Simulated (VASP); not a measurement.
# Rh (Im-3m) in VASP: further runs

Runs on Rh. Level: r2SCAN. Tasks: single point.

Everything below comes from runs of VASP 6.6.1. Logs are shortened: lines on timing, memory, paths and dates and some standing lists are left out, and cuts for length are marked.

**1. The cell of the first run**

Symmetry: Im-3m, No. 229, cubic system. Conventional cell: a = 3.017 Å, b = 3.017 Å, c = 3.017 Å, α = 90.00°, β = 90.00°, γ = 90.00°. Rh (site symmetry m-3m) has 14 Rh at 2.61 to 3.02 Å within 3.4 Å.

This isn't the form of Rh at room conditions, which is fcc.

**2. Single point, r2SCAN, collinear spin, ferromagnetic start (13.73 Å³/atom)**

Input file POSCAR:

```
Rh
1.0
   -1.5085369595      1.5085369595      1.5085369595
    1.5085369595     -1.5085369595      1.5085369595
    1.5085369595      1.5085369595     -1.5085369595
Rh
1
Direct
    0.0000000000      0.0000000000      0.0000000000
```

Input file INCAR.step1:

```
  ALGO = Normal
  EDIFF = 1E-4
  ENCUT = 520
  GGA = PE
  ISMEAR = -1
  ISPIN = 2
  LASPH = T
  LCHARG = F
  LMAXMIX = 4
  LREAL = F
  LWAVE = T
  MAGMOM = 0.873
  NBANDS = 18
  NELM = 150
  PREC = Accurate
  SIGMA = 0.05
```

Input file INCAR.step2:

```
  ALGO = Normal
  EDIFF = 1E-7
  ENCUT = 520
  ISIF = 2
  ISMEAR = -1
  ISPIN = 2
  ISTART = 1
  LASPH = T
  LCHARG = F
  LMAXMIX = 4
  LMIXTAU = T
  LORBIT = 11
  LREAL = F
  LWAVE = F
  MAGMOM = 0.873
  METAGGA = R2SCAN
  NBANDS = 18
  NELM = 150
  PREC = Accurate
  SIGMA = 0.05
```

Input file KPOINTS:

```
k-points
0
Gamma
  24 24 24
```

Potentials or basis: VASP PAW PBE potentials, release 64 (Rh_pv).

Run with:

```sh
cat potpaw_PBE.64/Rh_pv/POTCAR > POTCAR
cp INCAR.step1 INCAR
mpirun -np 1 vasp_std > vasp.out
cp INCAR.step2 INCAR
mpirun -np 1 vasp_std > vasp.out
```

OUTCAR:

```text
EDIFF = 1E-7
   ENCUT = 520
   ISIF = 2
   ISMEAR = -1
   ISPIN = 2
   ISTART = 1
   LASPH = T
   LORBIT = 11
   LREAL = F
   METAGGA = R2SCAN
   NELM = 150
   PREC = Accurate

 ion  position               nearest neighbor table
   1  0.000  0.000  0.000-

  LATTYP: Found a body centered cubic cell.
 ALAT       =     3.0170739190

  Lattice vectors:

 A1 = (  -1.5085369595,   1.5085369595,   1.5085369595)
 A2 = (   1.5085369595,  -1.5085369595,   1.5085369595)
 A3 = (   1.5085369595,   1.5085369595,  -1.5085369595)

Analysis of symmetry for initial positions (statically):
=====================================================================
 Subroutine PRICEL returns:
 Original cell was already a primitive cell.

 Routine SETGRP: Setting up the symmetry group for a
 body centered cubic supercell.

 Subroutine GETGRP returns: Found 48 space group operations
 (whereof 48 operations were pure point group operations)
 out of a pool of 48 trial point group operations.

The static configuration has the point symmetry O_h .

Analysis of symmetry for dynamics (positions and initial velocities):
=====================================================================
 Subroutine PRICEL returns:
 Original cell was already a primitive cell.

 Routine SETGRP: Setting up the symmetry group for a
 body centered cubic supercell.

 Subroutine GETGRP returns: Found 48 space group operations
 (whereof 48 operations were pure point group operations)
 out of a pool of 48 trial point group operations.

The dynamic configuration has the point symmetry O_h .

Analysis of structural, dynamic, and magnetic symmetry:
=====================================================================
 Subroutine PRICEL returns:
 Original cell was already a primitive cell.

 Routine SETGRP: Setting up the symmetry group for a
 body centered cubic supercell.

 Subroutine GETGRP returns: Found 48 space group operations
 (whereof 48 operations were pure point group operations)
 out of a pool of 48 trial point group operations.

The overall configuration has the point symmetry O_h .

 Subroutine INISYM returns: Found 48 space group operations
 (whereof 48 operations are pure point group operations),
 and found     1 'primitive' translations

----------------------------------------------------------------------------------------

                                     Primitive cell

  volume of cell :      13.7318

  direct lattice vectors                    reciprocal lattice vectors
    -1.508536959  1.508536959  1.508536959     0.000000000  0.331446967  0.331446967
     1.508536959 -1.508536959  1.508536959     0.331446967  0.000000000  0.331446967
[... 99 lines left out ...]
   EFERMI_NEDOS =   21; number of points for ismear=-14 and -15
   IALGO  =     38    algorithm
   IMIX   =      4    mixing-type and parameters
     AMIX     =   0.40;   BMIX     =  1.00
     AMIX_MAG =   1.60;   BMIX_MAG =  1.00
  volume/ion in A,a.u.               =      13.73        92.67
  Fermi-wavevector in a.u.,A,eV,Ry     =   1.686020  3.186115 38.676768  2.842662
  Thomas-Fermi vector in A             =   2.768759
   LORBIT       =     11    0 simple, 1 ext, 2 COOP (PROOUT), +10 PAW based schemes
   METAGGA = R2SCAN    functional components
   LHFCALC =     F    Hartree Fock is set to
   AEXX    =    0.0000 exact exchange contribution
   IVDW    =     0    specifies the selected vdW correction
   LEPSILON=     F    determine dielectric tensor
   LRPA    =     F    only Hartree local field effects (RPA)
 spin polarized calculation
  energy-cutoff  :      520.00
  volume of cell :       13.73
 maximum number of plane-waves:       380
   NGX =  9   NGY =  9   NGZ =  9

 number of electron      14.9999993 magnetization       0.7573461

 Free energy of the ion-electron system (eV)
  ---------------------------------------------------
  ext. energy  EPLUGINS =         0.00000000
  ---------------------------------------------------
  free energy    TOTEN  =       -23.79542690 eV

  energy without entropy =      -23.78381537  energy(sigma->0) =      -23.78962114

 E-fermi :  11.7545     XC(G=0): -15.2050

 val. band max:       11.7543523120   @ k =   0.2083   0.0417   0.0417
 cond. band min:      11.7581587735   @ k =  -0.4167  -0.4167   0.2500
 fundamental gap:      0.0038064616
 Fermi energy:        11.7544567282

 spin component 1

 k-point     1 :       0.0000    0.0000    0.0000
  band No.  band energies     occupation
      1     -36.3139      1.00000
      2     -36.3139      1.00000
      3     -36.3139      1.00000
      4       3.5797      1.00000
      5       8.2193      1.00000
      6       8.2193      1.00000
[... 493 lines left out ...]
     17      47.1045      0.00000
     18      49.0740      0.00000

 [... further k-points ...]

 spin component 2

 k-point     1 :       0.0000    0.0000    0.0000
  band No.  band energies     occupation
      1     -35.4562      1.00000
      2     -35.4562      1.00000
      3     -35.4562      1.00000
      4       3.5462      1.00000
      5       8.7511      1.00000
      6       8.7511      1.00000
[... 493 lines left out ...]
     17      47.4304      0.00000
     18      49.4305      0.00000

 [... further k-points ...]

------------------------ aborting loop because EDIFF is reached ----------------------------------------

  FORCE on cell =-STRESS in cart. coord.  units (eV):
  Direction    XX          YY          ZZ          XY          YZ          ZX
  --------------------------------------------------------------------------------------
  -------------------------------------------------------------------------------------
  Total        0.9632585      0.9632585      0.9632585      0.0000000     -0.0000000      0.0000000
  in kB      112.3894603    112.3894603    112.3894603      0.0000000     -0.0000000      0.0000000
  external PRESSURE =     112.3894603 kB  Pullay stress =       0.0000000 kB

 VOLUME and BASIS-vectors are now :
 -----------------------------------------------------------------------------
  energy-cutoff  :      520.00
  volume of cell :       13.73
      direct lattice vectors                 reciprocal lattice vectors
    -1.508536959  1.508536959  1.508536959     0.000000000  0.331446967  0.331446967
     1.508536959 -1.508536959  1.508536959     0.331446967  0.000000000  0.331446967
     1.508536959  1.508536959 -1.508536959     0.331446967  0.331446967  0.000000000

 POSITION                                       TOTAL-FORCE (eV/Angst)
 -----------------------------------------------------------------------------------
      0.00000      0.00000      0.00000        -0.000000      0.000000      0.000000
 -----------------------------------------------------------------------------------
    total drift:                                0.000000     -0.000000     -0.000000

  FREE ENERGIE OF THE ION-ELECTRON SYSTEM (eV)
  ---------------------------------------------------
  free  energy   TOTEN  =       -23.7954269012 eV

  energy  without entropy=      -23.7838153735  energy(sigma->0) =      -23.78962114

 total charge

# of ion       s       p       d       tot
------------------------------------------
    1        0.419   6.288   7.128  13.836

 magnetization (x)

# of ion       s       p       d       tot
------------------------------------------
    1       -0.005  -0.010   0.783   0.768
```

It took 15 min on 1 thread of Oxide Virtual Turin-like, shared host; peak memory 0.22 GiB.

Results:

```yaml
Free_energy: -23.7954 eV
Pressure: 11.2 GPa
Net_moment: 0.76 μB per cell
Site_moments: Rh +0.77 μB
Valence_electrons_inside_the_program's_atomic_spheres: Rh 13.84
```

Levels at points of the mesh, in eV from the Fermi level:
Spin up:
| k point | band 4 | band 5 | band 6 | band 7 | band 8 | band 9 | band 10 | band 11 | band 12 | band 13 |
| --- | --- | --- | --- | --- | --- | --- | --- | --- | --- | --- |
| (0.00, 0.00, 0.00) | -8.17 | -3.54 | -3.54 | -3.54 | -1.27 | -1.27 | 17.17 | 19.18 | 19.18 | 19.18 |
| (0.50, 0.00, 0.00) | -6.58 | -5.12 | -1.22 | -0.90 | 1.20 | 1.34 | 9.63 | 15.14 | 17.17 | 19.38 |
| (0.50, 0.50, 0.50) | -6.79 | -6.79 | 0.67 | 0.67 | 0.67 | 9.93 | 9.93 | 9.93 | 17.16 | 19.86 |
Spin down:
| k point | band 3 | band 4 | band 5 | band 6 | band 7 | band 8 | band 9 | band 10 | band 11 | band 12 |
| --- | --- | --- | --- | --- | --- | --- | --- | --- | --- | --- |
| (0.00, 0.00, 0.00) | -47.21 | -8.21 | -3.00 | -3.00 | -3.00 | -0.11 | -0.11 | 18.32 | 19.26 | 19.26 |
| (0.50, 0.00, 0.00) | -47.21 | -6.16 | -4.66 | -0.24 | 0.30 | 1.27 | 1.86 | 10.12 | 15.23 | 18.32 |
| (0.50, 0.50, 0.50) | -47.79 | -6.06 | -6.06 | 1.31 | 1.31 | 1.31 | 9.99 | 9.99 | 9.99 | 18.32 |

Caveat: the cell stands under pressure; the PAW data sets were made with another functional, which shifts forces and pressure a little.

**3. Single point, r2SCAN, collinear spin, ferromagnetic start**

This run uses another cell than the first one, of 14.30 Å³/atom.

Input file POSCAR:

```
Rh
1.0
   -1.5292044175      1.5292044175      1.5292044175
    1.5292044175     -1.5292044175      1.5292044175
    1.5292044175      1.5292044175     -1.5292044175
Rh
1
Direct
    0.0000000000      0.0000000000      0.0000000000
```

Input file INCAR.step1:

```
SYSTEM = Rh
  ALGO = Normal
  EDIFF = 1E-4
  ENCUT = 520
  GGA = PE
  ISMEAR = -1
  ISPIN = 2
  LASPH = .TRUE.
  LCHARG = .FALSE.
  LMAXMIX = 4
  LREAL = .FALSE.
  LWAVE = .TRUE.
  MAGMOM = 0.936
  NBANDS = 18
  NELM = 150
  PREC = Accurate
  SIGMA = 0.05
```

Input file INCAR.step2:

```
SYSTEM = Rh
  ALGO = Normal
  EDIFF = 1E-7
  ENCUT = 520
  ISIF = 2
  ISMEAR = -1
  ISPIN = 2
  ISTART = 1
  LASPH = .TRUE.
  LCHARG = .TRUE.
  LELF = .TRUE.
  LMAXMIX = 4
  LMIXTAU = .TRUE.
  LORBIT = 11
  LREAL = .FALSE.
  LVHAR = .TRUE.
  LWAVE = .FALSE.
  MAGMOM = 0.936
  METAGGA = R2SCAN
  NBANDS = 18
  NELM = 150
  PREC = Accurate
  SIGMA = 0.05
```

Input file KPOINTS:

```
k-points
0
G
  24 24 24
  0 0 0
```

Potentials or basis: VASP PAW PBE potentials, release 64 (Rh_pv).

Run with:

```sh
cat potpaw_PBE.64/Rh_pv/POTCAR > POTCAR
cp INCAR.step1 INCAR
mpirun -np 1 vasp_std > vasp.out
cp INCAR.step2 INCAR
mpirun -np 1 vasp_std > vasp.out
```

It took 20 min on 1 thread of Oxide Virtual Turin-like, shared host; peak memory 0.22 GiB.

Results (log left out):

```yaml
Free_energy: -23.8162 eV
Pressure: 0.7 GPa
Net_moment: 0.87 μB per cell
Site_moments: Rh +0.88 μB
Valence_electrons_inside_the_program's_atomic_spheres: Rh 13.76
```

Levels at points of the mesh, in eV from the Fermi level:
Spin up:
```
           k point  band 6  band 7  band 8  band 9  band 10  band 11
(0.00, 0.00, 0.00)   -3.43   -3.43   -1.33   -1.33    17.09    19.08
(0.50, 0.00, 0.00)   -1.28   -1.00    1.00    1.32     9.10    15.03
(0.50, 0.50, 0.50)    0.50    0.50    0.50    9.67     9.67     9.67
```
Spin down:
| k point | band 3 | band 4 | band 5 | band 6 | band 7 | band 8 | band 9 | band 10 | band 11 | band 12 |
| --- | --- | --- | --- | --- | --- | --- | --- | --- | --- | --- |
| (0.00, 0.00, 0.00) | -47.13 | -7.96 | -2.81 | -2.81 | -2.81 | -0.03 | -0.03 | 18.42 | 19.16 | 19.16 |
| (0.50, 0.00, 0.00) | -47.13 | -5.81 | -4.37 | -0.17 | 0.35 | 1.24 | 1.76 | 9.65 | 15.12 | 18.42 |
| (0.50, 0.50, 0.50) | -47.64 | -5.65 | -5.65 | 1.25 | 1.25 | 1.25 | 9.74 | 9.74 | 9.74 | 18.42 |

Caveat: the PAW data sets were made with another functional, which shifts forces and pressure a little.

**4. Single point, r2SCAN, collinear spin, ferromagnetic start (15.45 Å³/atom)**

This run uses another cell than the first one, of 15.45 Å³/atom.

Input file POSCAR:

```
Rh
1.0
   -1.5689416629      1.5689416629      1.5689416629
    1.5689416629     -1.5689416629      1.5689416629
    1.5689416629      1.5689416629     -1.5689416629
Rh
1
Direct
    0.0000000000      0.0000000000      0.0000000000
```

Input file INCAR.step1:

```
SYSTEM = Rh
PREC = Accurate
ENCUT = 520
ISMEAR = -1
SIGMA = 0.05
LREAL = .False.
LASPH = .True.
NELM = 150
ISPIN = 2
MAGMOM = 0.873
LMAXMIX = 4
NBANDS = 18
GGA = PE
ALGO = Normal
EDIFF = 1E-4
LWAVE = .True.
LCHARG = .False.
```

Input file INCAR.step2:

```
SYSTEM = Rh
PREC = Accurate
ENCUT = 520
EDIFF = 1E-7
ISMEAR = -1
SIGMA = 0.05
LREAL = .False.
LASPH = .True.
NELM = 150
ALGO = Normal
ISIF = 2
LWAVE = .False.
LCHARG = .False.
ISPIN = 2
MAGMOM = 0.873
LORBIT = 11
LMAXMIX = 4
METAGGA = R2SCAN
LMIXTAU = .True.
NBANDS = 18
ISTART = 1
```

Input file KPOINTS:

```
Automatic mesh
0
Gamma
  24 24 24
  0 0 0
```

Run with:

```sh
cat potpaw_PBE.64/Rh_pv/POTCAR > POTCAR
cp INCAR.step1 INCAR
mpirun -np 1 vasp_std > vasp.out
cp INCAR.step2 INCAR
mpirun -np 1 vasp_std > vasp.out
```

It took 17 min on 1 thread of Oxide Virtual Turin-like, shared host; peak memory 0.23 GiB.

Results (log left out):

```yaml
Free_energy: -23.7673 eV
Pressure: -13.0 GPa
Net_moment: 1.15 μB per cell
Site_moments: Rh +1.17 μB
Valence_electrons_inside_the_program's_atomic_spheres: Rh 13.64
```

Levels at points of the mesh, in eV from the Fermi level:
Spin up:
```
           k point  band 6  band 7  band 8  band 9  band 10  band 11
(0.00, 0.00, 0.00)   -3.31   -3.31   -1.47   -1.47    16.92    18.84
(0.50, 0.00, 0.00)   -1.44   -1.21    0.57    1.30     8.14    14.78
(0.50, 0.50, 0.50)    0.14    0.14    0.14    9.20     9.20     9.20
```
Spin down:
```tsv
k point	band 3	band 4	band 5	band 6	band 7	band 8	band 9	band 10	band 11	band 12
(0.00, 0.00, 0.00)	-46.93	-7.52	-2.42	-2.42	-2.42	0.15	0.15	18.71	18.91	18.91
(0.50, 0.00, 0.00)	-46.93	-5.20	-3.83	-0.02	0.47	1.18	1.65	8.86	14.87	18.22
(0.50, 0.50, 0.50)	-47.33	-4.94	-4.94	1.20	1.20	1.20	9.28	9.28	9.28	18.36
```

Caveat: the cell stands under tension; the PAW data sets were made with another functional, which shifts forces and pressure a little.

**5. Single point, r2SCAN, collinear spin, ferromagnetic start (16.02 Å³/atom)**

This run uses another cell than the first one, of 16.02 Å³/atom.

Input file POSCAR:

```
Rh
1.0
   -1.5880769837      1.5880769837      1.5880769837
    1.5880769837     -1.5880769837      1.5880769837
    1.5880769837      1.5880769837     -1.5880769837
Rh
1
Direct
    0.0000000000      0.0000000000      0.0000000000
```

Input file INCAR.step1:

```
SYSTEM = Rh
ALGO = Normal
EDIFF = 1E-4
ENCUT = 520
GGA = PE
ISMEAR = -1
ISPIN = 2
LASPH = .TRUE.
LCHARG = .FALSE.
LMAXMIX = 4
LREAL = .FALSE.
LWAVE = .TRUE.
MAGMOM = 0.873
NBANDS = 18
NELM = 150
PREC = Accurate
SIGMA = 0.05
```

Input file INCAR.step2:

```
SYSTEM = Rh
ALGO = Normal
EDIFF = 1E-7
ENCUT = 520
ISIF = 2
ISMEAR = -1
ISPIN = 2
ISTART = 1
LASPH = .TRUE.
LCHARG = .FALSE.
LMAXMIX = 4
LMIXTAU = .TRUE.
LORBIT = 11
LREAL = .FALSE.
LWAVE = .FALSE.
MAGMOM = 0.873
METAGGA = R2SCAN
NBANDS = 18
NELM = 150
PREC = Accurate
SIGMA = 0.05
```

Input file KPOINTS:

```
k-points
0
G
  24 24 24
  0 0 0
```

Run with:

```sh
cat potpaw_PBE.64/Rh_pv/POTCAR > POTCAR
cp INCAR.step1 INCAR
mpirun -np 1 vasp_std > vasp.out
cp INCAR.step2 INCAR
mpirun -np 1 vasp_std > vasp.out
```

It took 18 min on 1 thread of Oxide Virtual Turin-like, shared host; peak memory 0.24 GiB.

It converged, with:

| Item | Value |
| --- | --- |
| Free energy | -23.7155 eV |
| Pressure | -16.0 GPa |
| Net moment | 1.40 μB per cell |
| Site moments | Rh +1.43 μB |
| Valence electrons inside the program's atomic spheres | Rh 13.59 |

Levels at points of the mesh, in eV from the Fermi level:
Spin up:
| k point | band 5 | band 6 | band 7 | band 8 | band 9 | band 10 | band 11 | band 12 |
| --- | --- | --- | --- | --- | --- | --- | --- | --- |
| (0.00, 0.00, 0.00) | -3.36 | -3.36 | -3.36 | -1.62 | -1.62 | 16.74 | 18.68 | 18.68 |
| (0.50, 0.00, 0.00) | -4.57 | -1.60 | -1.39 | 0.28 | 1.27 | 7.65 | 14.61 | 16.75 |
| (0.50, 0.50, 0.50) | -5.83 | -0.12 | -0.12 | -0.12 | 8.95 | 8.95 | 8.95 | 16.66 |
Spin down:
```csv
k point,band 5,band 6,band 7,band 8,band 9,band 10
"(0.00, 0.00, 0.00)",-2.22,-2.22,-2.22,0.28,0.28,18.75
"(0.50, 0.00, 0.00)",-3.57,0.10,0.58,1.11,1.65,8.53
"(0.50, 0.50, 0.50)",-4.61,1.23,1.23,1.23,9.05,9.05
```

Caveat: the cell stands under tension; the PAW data sets were made with another functional, which shifts forces and pressure a little.

**6. Overview**

```csv
cell,gap on the mesh (eV),pressure (GPa),moment (μB)
"a = 2.613 Å, angles 109.5°, 1 atom",none,11.2,0.76
"a = 2.649 Å, angles 109.5°, 1 atom",none,0.7,0.87
"a = 2.717 Å, angles 109.5°, 1 atom",none,-13.0,1.15
"a = 2.751 Å, angles 109.5°, 1 atom",none,-16.0,1.40
```

Alike in all rows: task single point; level r2SCAN; potentials or basis VASP PAW PBE potentials, release 64 (Rh_pv); spin collinear, ferromagnetic start; k mesh 24 × 24 × 24; cutoff (eV) 520; smearing fermi-dirac 0.05 eV.

Caveats: the PAW data sets were made with another functional, which shifts forces and pressure a little; the cell stands under tension (at least some runs); the cell stands under pressure (at least some runs).

Absolute energies hang on the potentials; compare differences alone.
